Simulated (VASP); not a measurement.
Set up this calculation in VASP 6.6.1, as the native input.

* Task: electric field gradients
* Functional: PBEsol
* Potentials or basis: VASP PAW PBE potentials, release 64 (Ba_sv, Ti_sv, O)
* Cutoff: 520 eV
* k mesh: 7 × 7 × 7
* Occupations: fermi-dirac, width 0.03 eV
* Spin: no spin polarisation
* Dipole correction: no
* Further INCAR settings: ALGO = Normal; EDIFF = 1e-08; NBANDS = 28

The structure of BaTiO3 lies in POSCAR:

```
BaTiO3
1.0
    3.9181485176      0.0000000000      0.0000000000
    0.0000000000      3.9181485176      0.0000000000
    0.0000000000      0.0000000000      3.9359769848
Ba Ti O
1 1 3
Direct
    0.0000000000      0.0000000000      0.0000000000
    0.5000000000      0.5000000000      0.5000000000
    0.5000000000      0.5000000000      0.0000000000
    0.5000000000      0.0000000000      0.5000000000
    0.0000000000      0.5000000000      0.5000000000
```

This cell differs from its parent crystal: volume scaled by 0.94.

One way to write it, as run:

INCAR

```
ALGO = Normal
EDIFF = 1E-8
ENCUT = 520
GGA = PS
ISIF = 2
ISMEAR = -1
LASPH = True
LCHARG = False
LEFG = True
LREAL = False
LWAVE = False
NBANDS = 28
NELM = 60
PREC = Accurate
SIGMA = 0.03
```

KPOINTS

```
k-points
0
Gamma
  7 7 7
```

Potentials or basis: VASP PAW PBE potentials, release 64 (Ba_sv, Ti_sv, O).

Command:

```sh
$ cat potpaw_PBE.64/Ba_sv/POTCAR potpaw_PBE.64/Ti_sv/POTCAR potpaw_PBE.64/O/POTCAR > POTCAR
$ mpirun -np 1 vasp_std > vasp.out
```

Results of the run:

The pressure is 9.1 GPa. The band gap on the k mesh is 1.87 eV, indirect (least direct gap 1.88 eV).

Caveat: without QUAD_EFG the Cq values of the log hold for a quadrupole moment of 1 mb, not for the nuclei; the PAW data sets were made with another functional, which shifts forces and pressure a little; spin-orbit coupling is left out, which moves the levels of the heavy elements.

Run time: 93 s on 1 thread of Intel Xeon 6975P-C (shared host), peak memory 0.21 GiB.
